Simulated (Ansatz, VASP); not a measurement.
# One calculation of CdS, two programs

```xyz
4
Lattice="4.1360 0.0000 0.0000 -2.0680 3.5819 0.0000 0.0000 0.0000 6.6727" Properties=species:S:1:pos:R:3 pbc="T T T"
Cd    0.0000    2.3879   -0.0053
Cd    2.0680    1.1940    3.3310
S     0.0000    2.3879    2.5209
S     2.0680    1.1940    5.8573
```

Alike in both runs: functional PBE; k mesh 8 × 8 × 5; occupations gaussian, width 0.05 eV; no spin polarisation.

Ansatz relaxed the structure, and its values are those at the end. VASP's run is a single point on that final structure, the one shown.

|  | VASP | Ansatz |
| --- | --- | --- |
| version | VASP 6.6.1 | Ansatz 0.2.0 |
| potentials or method | VASP PAW PBE potentials, release 64 (Cd, S) | scalar-relativistic, plane waves, PAW |
| plane-wave cutoff (eV) | 520 | 420 |
| valence electrons in the cell | 36 | 52 |

```csv
,VASP,Ansatz,Ansatz less VASP
pressure (GPa),3.5,3.1,-0.36
```

The functional is the same, so the differences come from potentials, cutoffs and numerics. VASP's potentials hold 36 valence electrons a cell and Ansatz's 52, so a difference there can come from the potentials and not from the codes. Ansatz's warnings: stress scf threshold loose.
